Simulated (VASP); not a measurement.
Input of a VASP 6.6.1 run:

INCAR

```
SYSTEM = W
PREC = Accurate
ENCUT = 500
EDIFF = 1E-6
ISMEAR = 0
SIGMA = 0.1
LREAL = .FALSE.
LASPH = .TRUE.
NELM = 120
ALGO = Normal
ISIF = 2
LWAVE = .FALSE.
LCHARG = .TRUE.
GGA = PS
LELF = .TRUE.
LVHAR = .TRUE.
NBANDS = 13
GGA_COMPAT = .FALSE.
```

The input KPOINTS:

```
regular mesh
0
G
  8 8 8
  0 0 0
```

The input POSCAR:

```
W
1.0
   -1.5780068686      1.5780068686      1.5780068686
    1.5780068686     -1.5780068686      1.5780068686
    1.5780068686      1.5780068686     -1.5780068686
W
1
Direct
    0.0000000000      0.0000000000      0.0000000000
```

Potentials or basis: VASP PAW PBE potentials, release 64 (W_sv).

Command:

```bash
$ cat potpaw_PBE.64/W_sv/POTCAR > POTCAR
$ mpirun -np 1 vasp_std > vasp.out
```

Predict the pressure.

0.6 GPa.

Estimate the band gap on the k mesh.

zero (band 7 reaches 16.64 eV, above the bottom of band 8 at 10.15 eV).

Caveat: the PAW data sets were made with another functional, which shifts forces and pressure a little; spin-orbit coupling is left out, which moves the levels of the heavy elements.
